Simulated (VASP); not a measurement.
CdHg2Se3, 6 atoms in the cell. Symmetry: C2, No. 5, monoclinic system. Conventional cell: a = 7.252 Å, b = 4.460 Å, c = 9.835 Å, α = 90.00°, β = 94.38°, γ = 90.00°. Within 3.5 Å of Cd (site symmetry 2) lie 4 Se at 2.63 to 2.73 Å. Within 3.5 Å of Hg (site symmetry 1) lie 6 Se at 2.50 to 3.44 Å. Within 3.5 Å of Se (site symmetry 2) lie 6 Hg at 2.50 to 3.43 Å. Within 3.5 Å of Se (site symmetry 1) lie 3 Hg at 2.50 to 3.44 Å and 2 Cd at 2.63 to 2.73 Å. 

```yaml
Program: VASP 6.6.1
Task: relaxation of shape and atoms at fixed volume
Functional: PBE
Potentials_or_basis: VASP PAW PBE potentials, release 64 (Cd, Hg, Se)
Cutoff: 600 eV
k_mesh: 8 × 8 × 4
Occupations: gaussian, width 0.02 eV
Spin: no spin polarisation
Dipole_correction: no
Further_INCAR_settings: ALGO = Normal; EDIFF = 1e-06; IBRION = 2; EDIFFG = -0.01; NSW = 50; ISIF = 4
```

Potentials or basis: VASP PAW PBE potentials, release 64 (Cd, Hg, Se).

Command:

```bash
$ cat potpaw_PBE.64/Cd/POTCAR potpaw_PBE.64/Hg/POTCAR potpaw_PBE.64/Se/POTCAR > POTCAR
$ mpirun -np 1 vasp_std > vasp.out
```

Hardware: 1 thread of Oxide Virtual Turin-like Processor, on a shared host.

Estimate the wall time of this run.

Run time: 2.2 h on 1 thread of Oxide Virtual Turin-like Processor, with other jobs on the host, peak memory 0.64 GiB. Counts: scf iterations 105, k points 78, ion steps 18.
